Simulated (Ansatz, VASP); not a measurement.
**One calculation of Ti, two programs**

The input INCAR:

```
  PREC = Accurate
  ENCUT = 520
  EDIFF = 1E-6
  ISMEAR = -1
  SIGMA = 0.08
  LREAL = F
  LASPH = T
  NELM = 60
  ALGO = Normal
  ISIF = 2
  LWAVE = F
  LCHARG = F
  GGA = PS
  NBANDS = 12
```

File KPOINTS:

```
regular mesh
0
Gamma
  17 17 17
```

The input POSCAR:

```
Ti
1.0
   -1.6081800000      1.6410000000      1.6410000000
    1.6410000000     -1.6081800000      1.6410000000
    1.6410000000      1.6410000000     -1.6081800000
Ti
1
Direct
    0.0000000000      0.0000000000      0.0000000000
```

Input for Ansatz:

```yaml
crystal:
  lattice:
    - [-1.60818, 1.641, 1.641]
    - [1.641, -1.60818, 1.641]
    - [1.641, 1.641, -1.60818]
  atoms:
    - { symbol: Ti, position: [0.0, 0.0, 0.0] }
kpoints:
  mp_grid: { grid: [17, 17, 17] }
  band_path:
    path:
      - [0.0, 0.0, 0.0]
      - [0.0, 0.0, 0.5]
      - [-0.5, 0.5, 0.5]
      - [-0.7448729721, 0.2551270279, 0.2551270279]
      - [0.2551270279, 0.2551270279, 0.2551270279]
      - [0.0, 0.0, 0.0]
      - [-0.5, 0.0, 0.5]
    npoints: 5
scf:
  occupations: { method: fermi_dirac, width: 0.08 }
hamiltonian:
  xc: pbesol
  pseudopotentials: { kind: all_electron, lapw: { basis_error: 0.001 } }
output:
  forces: true
  stress: true
  eigenvalues: true
```

Change from the starting cell: equal xy, yz and zx shear strains of +2 %.

Alike in both runs: task single point; functional PBEsol; k mesh 17 × 17 × 17; occupations fermi-dirac, width 0.08 eV; no spin polarisation.

|  | VASP | Ansatz |
| --- | --- | --- |
| version | VASP 6.6.1 | Ansatz 0.2.0 |
| potentials or method | VASP PAW PBE potentials, release 64 (Ti_sv), cutoff 520 eV | all-electron LAPW, scalar-relativistic |

VASP gave:

* pressure (GPa): -6.6
* traceless stress, the component that is largest in VASP (GPa): -0.81

**Question.** Which values does Ansatz return?

**Answer.** Pressure (GPa): -6.5; traceless stress, the component that is largest in VASP (GPa): -0.81.

VASP's potentials were made for PBE, not for PBEsol. Ansatz ran all-electron here, and VASP with PAW potentials.
